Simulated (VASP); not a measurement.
Here is a VASP 6.6.1 calculation.

File INCAR:

```
SYSTEM = SiC
PREC = Accurate ; ENCUT = 520
EDIFF = 1E-7 ; ISMEAR = -1
SIGMA = 0.05 ; LREAL = .False.
LASPH = .True. ; NELM = 80
ALGO = Normal ; ISIF = 2
LWAVE = .False. ; LCHARG = .True.
GGA = PE ; IVDW = 12
LELF = .True. ; LVHAR = .True.
NBANDS = 26
```

KPOINTS

```
Automatic mesh
0
Gamma
  10 10 3
  0 0 0
```

File POSCAR:

```
SiC
1.0
    3.0550512851      0.0000000000      0.0000000000
   -1.5275256425      2.6457520228      0.0000000000
    0.0000000000      0.0000000000     10.0030562121
Si C
4 4
Direct
    0.0000000000      0.0000000000      0.1878943800
    0.0000000000      0.0000000000      0.6878943800
    0.3333333333      0.6666666667      0.4378419800
    0.6666666667      0.3333333333      0.9378419800
    0.0000000000      0.0000000000      0.0004600500
    0.0000000000      0.0000000000      0.5004600500
    0.3333333333      0.6666666667      0.2498025900
    0.6666666667      0.3333333333      0.7498025900
```

Potentials or basis: VASP PAW PBE potentials, release 64 (Si, C).

The run is started by

```sh
$ cat potpaw_PBE.64/Si/POTCAR potpaw_PBE.64/C/POTCAR > POTCAR
$ mpirun -np 1 vasp_std > vasp.out
```

(1) Estimate the dispersion energy per atom.

(2) What does it give for the largest force?

Results:

(1) -0.308 eV.

(2) 0.012 eV/Å.
